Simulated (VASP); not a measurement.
# LiPd2N3 (P4/mmm) in VASP: a series of runs

The runs below take LiPd2N3 through single point, relaxation of cell and atoms, with PBE.

Everything below comes from runs of VASP 6.6.1. Logs are shortened: lines on timing, memory, paths and dates and some standing lists are left out, and cuts for length are marked.

### 1 The cell of the first run

It takes space group P4/mmm (No. 123, tetragonal). Conventional cell: a = 3.677 Å, b = 3.677 Å, c = 5.170 Å, α = 90.00°, β = 90.00°, γ = 90.00°. Li (site symmetry 4/mmm) has 10 N at 2.58 to 3.17 Å and 8 Pd at 2.91 Å within 3.4 Å. Pd (site symmetry 4mm) has 8 N at 2.24 to 2.90 Å and 2 Pd at 2.58 to 2.59 Å and 4 Li at 2.91 Å within 3.0 Å. Within 2.4 Å of N (site symmetry mmm) lie 2 N at 1.84 Å and 4 Pd at 2.24 Å. Within 2.4 Å of N (site symmetry 4/mmm) lie 4 N at 1.84 Å.

The cell was generated, and may not be a known phase.

### 2 Single point, PBE

Input file INCAR:

```
PREC = Accurate
ENCUT = 520
EDIFF = 1E-6
ISMEAR = 0
SIGMA = 0.1
LREAL = False
LASPH = True
NELM = 80
ALGO = Normal
ISIF = 2
LWAVE = False
LCHARG = False
GGA = PE
NBANDS = 28
```

Input file KPOINTS:

```
Automatic mesh
0
Gamma
  6 6 4
```

Input file POSCAR:

```
LiPd2N3
1.0
    3.6768785052      0.0000000000      0.0000000000
    0.0000000000      3.6768785052      0.0000000000
    0.0000000000      0.0000000000      5.1697564004
Li Pd N
1 2 3
Direct
    0.5000000000      0.5000000000      0.5000000000
    0.0000000000      0.0000000000      0.2492040597
    0.0000000000      0.0000000000      0.7507959403
    0.0000000000      0.5000000000      0.0000000000
    0.5000000000      0.0000000000      0.0000000000
    0.5000000000      0.5000000000      0.0000000000
```

Potentials or basis: VASP PAW PBE potentials, release 64 (Li_sv, Pd, N).

On the command line:

```console
cat potpaw_PBE.64/Li_sv/POTCAR potpaw_PBE.64/Pd/POTCAR potpaw_PBE.64/N/POTCAR > POTCAR
mpirun -np 1 vasp_std > vasp.out
```

OUTCAR:

```text
PREC = Accurate
   ENCUT = 520
   EDIFF = 1E-6
   ISMEAR = 0
   LREAL = False
   LASPH = True
   NELM = 80
   ISIF = 2
   GGA = PE

 ion  position               nearest neighbor table
   1  0.500  0.500  0.500-   2 2.91   3 2.91   2 2.91   3 2.91   2 2.91   3 2.91   2 2.91   3 2.91

   2  0.000  0.000  0.249-   4 2.24   5 2.24   4 2.24   5 2.24   3 2.58   3 2.59   1 2.91   1 2.91
                             1 2.91   1 2.91
   3  0.000  0.000  0.751-   4 2.24   5 2.24   4 2.24   5 2.24   2 2.58   2 2.59   1 2.91   1 2.91
                             1 2.91   1 2.91
   4  0.000  0.500  0.000-   2 2.24   3 2.24   2 2.24   3 2.24
   5  0.500  0.000  0.000-   2 2.24   3 2.24   2 2.24   3 2.24
   6  0.500  0.500  0.000-

  LATTYP: Found a simple tetragonal cell.
 ALAT       =     3.6768785052
 C/A-ratio  =     1.4060177384

  Lattice vectors:

 A1 = (   3.6768785052,   0.0000000000,   0.0000000000)
 A2 = (   0.0000000000,   3.6768785052,   0.0000000000)
 A3 = (   0.0000000000,   0.0000000000,   5.1697564004)

Analysis of symmetry for initial positions (statically):
=====================================================================
 Subroutine PRICEL returns:
 Original cell was already a primitive cell.

 Routine SETGRP: Setting up the symmetry group for a
 simple tetragonal supercell.

 Subroutine GETGRP returns: Found 16 space group operations
 (whereof 16 operations were pure point group operations)
 out of a pool of 16 trial point group operations.

The static configuration has the point symmetry D_4h.

Analysis of symmetry for dynamics (positions and initial velocities):
=====================================================================
 Subroutine PRICEL returns:
 Original cell was already a primitive cell.

 Routine SETGRP: Setting up the symmetry group for a
 simple tetragonal supercell.

 Subroutine GETGRP returns: Found 16 space group operations
 (whereof 16 operations were pure point group operations)
 out of a pool of 16 trial point group operations.

The dynamic configuration has the point symmetry D_4h.

 Subroutine INISYM returns: Found 16 space group operations
 (whereof 16 operations are pure point group operations),
 and found     1 'primitive' translations

[... 102 lines left out ...]
   EDIFF  = 0.1E-05   stopping-criterion for ELM
   LREAL  =      F    real-space projection
   EDIFFG = 0.1E-04   stopping-criterion for IOM
   NSW    =      0    number of steps for IOM
   IBRION =     -1    ionic relax: 0-MD 1-quasi-New 2-CG
   NFREE  =      0    steps in history (QN), initial steepest desc. (CG)
   ISIF   =      2    stress and relaxation
   ISYM   =      2    0-nonsym 1-usesym 2-fastsym
   POTIM  = 0.5000    time-step for ionic-motion
   TEBEG  =    0.0;   TEEND  =   0.0 temperature during run
   PSTRESS=    0.0 pullay stress
   NELECT =      38.0000    total number of electrons
   NUPDOWN=      -1.0000    fix difference up-down
   EMIN   =  10.00;   EMAX   =-10.00  energy-range for DOS
   EFERMI =   0.00;   METHOD = LEGACY
   ISMEAR =     0;   SIGMA  =   0.10  broadening in eV -4-tet -1-fermi 0-gaus
   EFERMI_NEDOS =   21; number of points for ismear=-14 and -15
   IALGO  =     38    algorithm
   IMIX   =      4    mixing-type and parameters
     AMIX     =   0.40;   BMIX     =  1.00
     AMIX_MAG =   1.60;   BMIX_MAG =  1.00
  volume/ion in A,a.u.               =      11.65        78.61
  Fermi-wavevector in a.u.,A,eV,Ry     =   1.336164  2.524984 24.290953  1.785335
  Thomas-Fermi vector in A             =   2.464812
   LORBIT       =      0    0 simple, 1 ext, 2 COOP (PROOUT), +10 PAW based schemes
   GGA     = PE    functional components
   LHFCALC =     F    Hartree Fock is set to
   AEXX    =    0.0000 exact exchange contribution
   IVDW    =     0    specifies the selected vdW correction
   LEPSILON=     F    determine dielectric tensor
   LRPA    =     F    only Hartree local field effects (RPA)
 non-spin polarized calculation
 Gauss-broadening in eV      SIGMA  =   0.10
  energy-cutoff  :      520.00
  volume of cell :       69.89
 maximum number of plane-waves:      1904
 NGX is ok and might be reduce to    28
   NGX = 13   NGY = 13   NGZ = 19

 number of electron      37.9999999 magnetization

 Free energy of the ion-electron system (eV)
  ---------------------------------------------------
  ext. energy  EPLUGINS =         0.00000000
  ---------------------------------------------------
  free energy    TOTEN  =       -28.59188977 eV

  energy without entropy =      -28.58028020  energy(sigma->0) =      -28.58608498

 E-fermi :   6.3143     XC(G=0): -11.3578

 val. band max:        6.2898190968   @ k =   0.3333   0.1667   0.5000
 cond. band min:       6.3320597489   @ k =   0.0000   0.0000   0.0000
 fundamental gap:      0.0422406520
 Fermi energy:         6.3142727672

 k-point     1 :       0.0000    0.0000    0.0000
  band No.  band energies     occupation
      1     -39.6188      2.00000
      2     -12.3707      2.00000
      3      -7.3691      2.00000
      4      -3.1078      2.00000
      5      -2.0764      2.00000
      6      -2.0764      2.00000
[... 733 lines left out ...]
     27      13.5317      0.00000
     28      15.6061      0.00000

 [... further k-points ...]

------------------------ aborting loop because EDIFF is reached ----------------------------------------

  FORCE on cell =-STRESS in cart. coord.  units (eV):
  Direction    XX          YY          ZZ          XY          YZ          ZX
  --------------------------------------------------------------------------------------
  -------------------------------------------------------------------------------------
  Total        0.0107142      0.0107142     -0.1665045      0.0000000     -0.0000000      0.0000000
  in kB        0.2456084      0.2456084     -3.8168737      0.0000000     -0.0000000      0.0000000
  external PRESSURE =      -1.1085523 kB  Pullay stress =       0.0000000 kB

 VOLUME and BASIS-vectors are now :
 -----------------------------------------------------------------------------
  energy-cutoff  :      520.00
  volume of cell :       69.89
      direct lattice vectors                 reciprocal lattice vectors
     3.676878505  0.000000000  0.000000000     0.271969824  0.000000000  0.000000000
     0.000000000  3.676878505  0.000000000     0.000000000  0.271969824  0.000000000
     0.000000000  0.000000000  5.169756400     0.000000000  0.000000000  0.193432712

 POSITION                                       TOTAL-FORCE (eV/Angst)
 -----------------------------------------------------------------------------------
      1.83844      1.83844      2.58488         0.000000     -0.000000      0.000000
      0.00000      0.00000      1.28832        -0.000000     -0.000000      0.027605
      0.00000      0.00000      3.88143        -0.000000      0.000000     -0.027605
      0.00000      1.83844      0.00000         0.000000     -0.000000      0.000000
      1.83844      0.00000      0.00000         0.000000     -0.000000      0.000000
      1.83844      1.83844      0.00000         0.000000     -0.000000      0.000000
 -----------------------------------------------------------------------------------
    total drift:                                0.000000     -0.000000     -0.000000

  FREE ENERGIE OF THE ION-ELECTRON SYSTEM (eV)
  ---------------------------------------------------
  free  energy   TOTEN  =       -28.5918897661 eV

  energy  without entropy=      -28.5802801953  energy(sigma->0) =      -28.58608498
```

OSZICAR:

```text
N       E                     dE             d eps       ncg     rms          rms(c)
DAV:   1     0.241201010026E+03    0.24120E+03   -0.19009E+04  1680   0.136E+03
DAV:   2    -0.115797500878E+02   -0.25278E+03   -0.24077E+03  1980   0.317E+02
DAV:   3    -0.299711150574E+02   -0.18391E+02   -0.17949E+02  2492   0.783E+01
DAV:   4    -0.306877533051E+02   -0.71664E+00   -0.70602E+00  2328   0.120E+01
DAV:   5    -0.307068963139E+02   -0.19143E-01   -0.19140E-01  2212   0.157E+00    0.166E+01
DAV:   6    -0.337902153325E+02   -0.30833E+01   -0.44142E+01  1932   0.440E+01    0.221E+01
DAV:   7    -0.287955280435E+02    0.49947E+01   -0.11770E+01  1884   0.257E+01    0.735E+00
DAV:   8    -0.286887883509E+02    0.10674E+00   -0.20957E+00  1932   0.102E+01    0.466E+00
DAV:   9    -0.286466883300E+02    0.42100E-01   -0.52133E-01  1876   0.412E+00    0.216E+00
DAV:  10    -0.285912030990E+02    0.55485E-01   -0.21269E-01  2048   0.302E+00    0.282E-01
DAV:  11    -0.285925430707E+02   -0.13400E-02   -0.16121E-02  1804   0.865E-01    0.284E-01
DAV:  12    -0.285918832357E+02    0.65983E-03   -0.24367E-03  2064   0.377E-01    0.577E-02
DAV:  13    -0.285918879807E+02   -0.47449E-05   -0.32011E-04  1900   0.104E-01    0.153E-02
DAV:  14    -0.285918899837E+02   -0.20030E-05   -0.93338E-06  2028   0.182E-02    0.440E-03
DAV:  15    -0.285918897661E+02    0.21752E-06   -0.71816E-07  1032   0.620E-03
   1 F= -.28591890E+02 E0= -.28586085E+02  d E =-.116096E-01
```

Wall time 28 s (1 thread of Intel Xeon 6975P-C (Granite Rapids), shared host); peak memory 0.2 GiB.

Results:

* Free energy: -28.5919 eV
* Largest force: 0.028 eV/Å
* Band gap on the k mesh: zero (bands 19 and 20 overlap by 1.76 eV)

Forces on the atoms (eV/Å):
```
Li   0.000  0.000  0.000
Pd   0.000  0.000  0.028
Pd   0.000  0.000 -0.028
N    0.000  0.000  0.000
N    0.000  0.000  0.000
N    0.000  0.000  0.000
```

Caveat: the cutoff is under 1.25 times the usual one of these potentials, so pressure, stress and relaxed cells hold a basis-set (Pulay) error.

### 3 Relaxation of cell and atoms, PBE

This run uses another cell than the first one, of 11.61 Å³/atom.

Input file INCAR:

```
SYSTEM = LiPd2N3
ALGO = Normal
EDIFF = 1E-7
EDIFFG = -0.04
ENCUT = 600
GGA = PE
IBRION = 2
ISIF = 3
ISMEAR = 0
LASPH = .True.
LCHARG = .False.
LREAL = .False.
LWAVE = .False.
NELM = 100
NSW = 90
PREC = Accurate
SIGMA = 0.1
```

Input file KPOINTS:

```
k-points
0
Gamma
  4 4 4
  0 0 0
```

Input file POSCAR:

```
LiPd2N3
1.0
    4.0161457100      0.0000000000      0.0000000000
    0.0000000000      4.0161457100      0.0000000000
    0.0000000000      0.0000000000      4.3190317000
Li Pd N
1 2 3
Direct
    0.5000000000      0.5000000000      0.5000000000
    0.0000000000      0.0000000000      0.2467919100
    0.0000000000      0.0000000000      0.7532080900
    0.0000000000      0.5000000000      0.0000000000
    0.5000000000      0.0000000000      0.0000000000
    0.5000000000      0.5000000000      0.0000000000
```

Potentials or basis: VASP PAW PBE potentials, release 64 (Li_sv, Pd, N).

On the command line:

```console
cat potpaw_PBE.64/Li_sv/POTCAR potpaw_PBE.64/Pd/POTCAR potpaw_PBE.64/N/POTCAR > POTCAR
mpirun -np 1 vasp_std > vasp.out
```

It took 2.4 min on 1 thread of Intel Xeon 6975P-C (Granite Rapids), shared host; peak memory 0.21 GiB.

Results (log left out):

* Free energy: -28.3883 eV
* Relaxed volume: 11.48 Å³/atom
* Relaxed cell: a = 3.653 Å, b = 3.653 Å, c = 5.163 Å, α = 90.00°, β = 90.00°, γ = 90.00°
* Space group after relaxing (to 0.1 Å): P4/mmm (No. 123)
* Energy gained by relaxing: 436.1 meV/atom
* Ionic steps: 10
* Pressure after relaxing: 0.0 GPa
* Largest force after relaxing: 0.017 eV/Å
* Band gap on the k mesh: zero (bands 19 and 20 overlap by 1.18 eV)

Forces in eV/Å, atoms in the order of the input:
```
Li   0.000  0.000  0.000
Pd   0.000  0.000 -0.017
Pd   0.000  0.000  0.017
N    0.000  0.000  0.000
N    0.000  0.000  0.000
N    0.000  0.000  0.000
```

Stress tensor (GPa, compression positive):
```
 0.22  0.00  0.00
 0.00  0.22  0.00
 0.00  0.00 -0.36
```

Step by step:
```tsv
step	energy change (eV)	largest force (eV/Å)	pressure (GPa)	volume (Å³)
1	0.0000	2.3828	16.08	69.66
2	-1.5458	3.0878	-14.86	80.55
3	-1.7881	3.1430	-8.87	76.54
4	-2.5458	0.8053	-2.99	71.79
5	-2.5472	0.6435	-3.82	72.10
6	-2.6055	0.4706	0.35	69.19
7	-2.6062	0.4518	0.89	68.86
8	-2.6152	0.1129	-0.49	69.08
9	-2.6156	0.0128	-0.26	69.04
10	-2.6168	0.0172	0.03	68.89
```

Final structure:
```yaml
crystal:
  lattice:
    - [3.65273, 0.00000, 0.00000]
    - [0.00000, 3.65273, 0.00000]
    - [0.00000, 0.00000, 5.16315]
  atoms:
    - { symbol: Li, position: [0.50000, 0.50000, 0.50000] }
    - { symbol: Pd, position: [0.00000, 0.00000, 0.25161] }
    - { symbol: Pd, position: [0.00000, 0.00000, 0.74839] }
    - { symbol: N, position: [0.00000, 0.50000, 0.00000] }
    - { symbol: N, position: [0.50000, 0.00000, 0.00000] }
    - { symbol: N, position: [0.50000, 0.50000, 0.00000] }
```

Levels at points of the mesh, in eV from the Fermi level:
```tsv
k point	band 16	band 17	band 18	band 19	band 20	band 21	band 22	band 23
(0.00, 0.00, 0.00)	-1.62	-1.62	-0.53	0.04	0.04	0.97	1.40	6.89
(0.50, 0.00, 0.00)	-1.61	-1.57	-0.13	0.29	0.37	0.48	0.56	0.77
(0.50, 0.50, 0.00)	-0.89	-0.84	-0.73	-0.73	0.41	0.41	1.40	1.82
(0.00, 0.00, 0.50)	-2.38	-1.82	-0.30	1.08	1.22	1.22	1.24	3.20
(0.50, 0.00, 0.50)	-1.96	-1.29	-0.82	-0.05	0.68	0.77	1.09	1.24
(0.50, 0.50, 0.50)	-2.06	-2.06	-0.93	-0.89	0.52	0.52	1.72	1.88
```

Caveat: the k points lie up to 0.43 Å⁻¹ apart in the final cell, too coarse for converged energies and pressures of a metal; the cutoff is under 1.25 times the usual one of these potentials, so pressure, stress and relaxed cells hold a basis-set (Pulay) error; a cell axis changed by over 15 % at a fixed basis, so the end point is rough.

### 4 Single point, PBE

This run uses another cell than the first one, of 11.78 Å³/atom.

Input file INCAR:

```
PREC     = Accurate       # precision mode
ENCUT    = 520            # plane-wave cutoff, eV
EDIFF    = 1E-6           # SCF threshold, eV
ISMEAR   = 0              # smearing method
SIGMA    = 0.1            # smearing width, eV
LREAL    = F              # projectors in reciprocal space
LASPH    = T              # aspherical terms in the spheres
NELM     = 60             # most SCF steps
ALGO     = Normal         # electronic algorithm
ISIF     = 2              # what is computed and relaxed
LWAVE    = F              # write WAVECAR
LCHARG   = T              # write CHGCAR
GGA      = PE             # functional
LELF     = T              # ELF
LVHAR    = T            
NBANDS   = 28             # bands
```

Input file KPOINTS:

```
regular mesh
0
Gamma
  10 10 8
```

Input file POSCAR:

```
LiPd2N3
1.0
    3.6925077874      0.0000000000      0.0000000000
    0.0000000000      3.6925077874      0.0000000000
    0.0000000000      0.0000000000      5.1826303928
Li Pd N
1 2 3
Direct
    0.5000000000      0.5000000000      0.5000000000
    0.0000000000      0.0000000000      0.2477854714
    0.0000000000      0.0000000000      0.7522145286
    0.0000000000      0.5000000000      0.0000000000
    0.5000000000      0.0000000000      0.0000000000
    0.5000000000      0.5000000000      0.0000000000
```

On the command line:

```console
cat potpaw_PBE.64/Li_sv/POTCAR potpaw_PBE.64/Pd/POTCAR potpaw_PBE.64/N/POTCAR > POTCAR
mpirun -np 1 vasp_std > vasp.out
```

Run time: 74 s. Hardware: 1 thread of Intel Xeon 6975P-C (Granite Rapids), shared host; peak memory 0.29 GiB.

Results (log left out):

```yaml
Free_energy: -28.5792 eV
Largest_force: 0.010 eV/Å
Band_gap_on_the_k_mesh: zero (bands 19 and 20 overlap by 1.69 eV)
```

Forces on the atoms (eV/Å):
```
Li   0.000  0.000  0.000
Pd   0.000  0.000  0.010
Pd   0.000  0.000 -0.010
N    0.000  0.000  0.000
N    0.000  0.000  0.000
N    0.000  0.000  0.000
```

Levels at points of the mesh, in eV from the Fermi level:
| k point | band 16 | band 17 | band 18 | band 19 | band 20 | band 21 | band 22 | band 23 |
| --- | --- | --- | --- | --- | --- | --- | --- | --- |
| (0.00, 0.00, 0.00) | -1.57 | -1.57 | -0.40 | 0.11 | 0.11 | 1.10 | 1.45 | 6.74 |
| (0.50, 0.00, 0.00) | -1.55 | -1.55 | -0.05 | 0.40 | 0.43 | 0.52 | 0.66 | 1.06 |
| (0.50, 0.50, 0.00) | -0.76 | -0.76 | -0.70 | -0.67 | 0.72 | 0.72 | 1.48 | 1.88 |
| (0.00, 0.00, 0.50) | -2.31 | -1.75 | -0.09 | 1.20 | 1.20 | 1.20 | 1.32 | 3.17 |
| (0.50, 0.00, 0.50) | -1.87 | -1.26 | -0.73 | 0.10 | 0.76 | 1.07 | 1.07 | 1.36 |
| (0.50, 0.50, 0.50) | -2.07 | -2.07 | -0.75 | -0.67 | 0.79 | 0.79 | 1.56 | 1.64 |

Caveat: the cutoff is under 1.25 times the usual one of these potentials, so pressure, stress and relaxed cells hold a basis-set (Pulay) error.

(Part 1 of 2 ends here.)

The gap in the log of VASP goes by the Fermi energy; the results here count the filled bands.